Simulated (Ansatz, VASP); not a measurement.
SnTeO in VASP and in Ansatz

File INCAR:

```
ALGO = Normal
EDIFF = 1E-7
ENCUT = 520
GGA = PE
ISIF = 2
ISMEAR = 0
LASPH = True
LCHARG = False
LREAL = False
LWAVE = False
NBANDS = 20
NELM = 100
PREC = Accurate
SIGMA = 0.1
```

The input KPOINTS:

```
k-points
0
Gamma
  6 6 6
```

POSCAR

```
SnTeO
1.0
    4.9148485300      0.0000000000      0.0000000000
   -2.4574242600      4.2563836800      0.0000000000
    0.0000000000      0.0000000000      3.2330743900
Sn Te O
1 1 1
Direct
    0.0000000000      0.0000000000      0.0000000000
    0.6666666700      0.3333333300      0.0000000000
    0.3333333300      0.6666666700      0.5000000000
```

Input for Ansatz:

```yaml
crystal:
  lattice:
    - [4.91484853, 0.0, 0.0]
    - [-2.45742426, 4.25638368, 0.0]
    - [0.0, 0.0, 3.23307439]
  atoms:
    - { symbol: Sn, position: [0.0, 0.0, 0.0] }
    - { symbol: Te, position: [0.66666667, 0.33333333, 0.0] }
    - { symbol: O, position: [0.33333333, 0.66666667, 0.5] }
basis:
  ecutwfc: 420
kpoints:
  mp_grid: { grid: [6, 6, 6] }
hamiltonian:
  xc: pbe
scf:
  occupations: { method: gaussian, width: 0.1 }
  lower_state_search: "off"
output:
  forces: true
  stress: true
  eigenvalues: true
```

Change from the starting cell: species swapped into the LiInPt type (P-6m2, No. 187).

Alike in both runs: task single point; functional PBE; k mesh 6 × 6 × 6; occupations gaussian, width 0.1 eV; no spin polarisation.

|  | VASP | Ansatz |
| --- | --- | --- |
| version | VASP 6.6.1 | Ansatz 0.2.0 |
| potentials or method | VASP PAW PBE potentials, release 64 (Sn_d, Te, O), cutoff 520 eV | scalar-relativistic, plane waves, PAW |
| valence electrons in the cell | 26 | 36 |

```tsv
	VASP	Ansatz	Ansatz less VASP
gap on the k mesh at the Fermi level (eV)	none	none	-
pressure (GPa)	-2.7	-2.6	+0.09
traceless stress, the component that is largest in VASP (GPa)	-1.52	-1.52	+0.001
```

A gap of «none» marks a metal or a gap that the smearing closes. With one functional, cell and mesh, what is left measures potentials, basis and numerics. VASP's potentials hold 26 valence electrons a cell and Ansatz's 36, so a difference there can come from the potentials and not from the codes.

Neither program's run includes spin-orbit coupling.
